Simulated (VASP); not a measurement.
Write the native input for VASP 6.6.1 that does the following.

- Task: single point
- Functional: PBE
- Potentials or basis: VASP PAW PBE potentials, release 64 (Al, B, N)
- Cutoff: 520 eV
- k mesh: 6 × 6 × 4
- Occupations: gaussian, width 0.1 eV
- Spin: no spin polarisation
- Dipole correction: no
- Further INCAR settings: ALGO = Normal; EDIFF = 1e-06; NBANDS = 16

The structure of Al2B2N lies in POSCAR:

```
Al2B2N
1.0
    3.5202780300      0.0000000000      0.0000000000
   -1.7601390100      3.0486502000      0.0000000000
    0.0000000000      0.0000000000      5.8614409900
Al B N
2 2 1
Direct
    0.3333333300      0.6666666700      0.6194559900
    0.6666666700      0.3333333300      0.3805440100
    0.3333333300      0.6666666700      0.2381086100
    0.6666666700      0.3333333300      0.7618913900
    0.0000000000      0.0000000000      0.0000000000
```

The input as run:

INCAR

```
SYSTEM = Al2B2N
PREC = Accurate ; ENCUT = 520
EDIFF = 1E-6 ; ISMEAR = 0
SIGMA = 0.1 ; LREAL = .False.
LASPH = .True. ; NELM = 80
ALGO = Normal ; ISIF = 2
LWAVE = .False. ; LCHARG = .False.
GGA = PE ; NBANDS = 16
```

KPOINTS

```
regular mesh
0
Gamma
  6 6 4
  0 0 0
```

Potentials or basis: VASP PAW PBE potentials, release 64 (Al, B, N).

Run with:

```console
$ cat potpaw_PBE.64/Al/POTCAR potpaw_PBE.64/B/POTCAR potpaw_PBE.64/N/POTCAR > POTCAR
$ mpirun -np 1 vasp_std > vasp.out
```

It gave:

The pressure is -4.5 GPa and the largest force is 2.537 eV/Å.

Caveat: forces of over 1 eV/Å act on the atoms, so gaps and moduli don't describe the material at rest.

It took 12 s on 1 thread of Intel(R) Xeon(R) 6975P-C (Granite Rapids), with other jobs on the host, peak memory 0.18 GiB.
